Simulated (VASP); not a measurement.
# HgPt: electric field gradients with LDA

HgPt:

```
Hg Pt
1.0
     3.01010    0.00000    0.00000
     0.00000    3.01010    0.00000
     0.00000    0.00000    3.87533
Hg Pt
1 1
Direct
  0.00000 0.00000 0.00000
  0.50000 0.50000 0.50000
```

```
Program                : VASP 6.6.1
Task                   : electric field gradients
Functional             : LDA
Potentials or basis    : VASP PAW LDA potentials, release 64 (Hg_sv_GW, Pt_sv_GW)
Cutoff                 : 430 eV
k mesh                 : 12 × 12 × 10
Occupations            : fermi-dirac, width 0.03 eV
Spin                   : no spin polarisation
Dipole correction      : no
Further INCAR settings : ALGO = Normal; EDIFF = 1e-08; NBANDS = 26
```

```yaml
Pressure: -11.3 GPa
Band_gap_on_the_k_mesh: zero (bands 19 and 20 overlap by 3.53 eV)
Largest_electric_field_gradient_by_atom: Hg -111.7; Pt +114.4 V/Å²
```

Stress tensor (GPa, compression positive):
```
-11.40   0.00   0.00
  0.00 -11.40   0.00
  0.00   0.00 -11.20
```

Levels at points of the mesh, in eV from the Fermi level:
| k point | band 15 | band 16 | band 17 | band 18 | band 19 | band 20 | band 21 | band 22 | band 23 | band 24 |
| --- | --- | --- | --- | --- | --- | --- | --- | --- | --- | --- |
| (0.00, 0.00, 0.00) | -3.70 | -2.88 | -1.14 | -1.14 | -0.86 | 1.65 | 6.43 | 8.20 | 8.20 | 14.13 |
| (0.50, 0.00, 0.00) | -3.79 | -3.63 | -3.48 | -2.27 | -1.65 | 0.74 | 8.64 | 9.50 | 10.03 | 10.48 |
| (0.50, 0.50, 0.00) | -1.50 | -1.50 | -1.42 | -0.06 | -0.03 | -0.03 | 3.79 | 5.06 | 9.27 | 9.93 |
| (0.00, 0.00, 0.50) | -6.06 | -4.16 | -2.21 | -2.12 | -2.12 | -1.02 | 13.17 | 13.17 | 14.00 | 14.00 |
| (0.50, 0.00, 0.50) | -3.33 | -1.68 | -1.48 | -1.14 | -1.04 | -1.02 | 2.48 | 2.99 | 12.98 | 13.36 |
| (0.50, 0.50, 0.50) | -4.21 | -4.21 | -1.58 | -0.05 | 1.53 | 4.85 | 5.90 | 5.90 | 5.91 | 5.91 |

Electric field gradients, principal values (V/Å²):
```csv
atom,least,middle,greatest (by size)
1 Hg,55.829,55.829,-111.659
2 Pt,-57.198,-57.198,114.395
```

It took 62 s on 1 thread of Intel(R) Xeon(R) 6975P-C (Granite Rapids) (shared host), peak memory 0.24 GiB.

Caveat: the cell stands under tension; without QUAD_EFG the Cq values of the log hold for a quadrupole moment of 1 mb, not for the nuclei; spin-orbit coupling is left out, which moves the levels of the heavy elements.
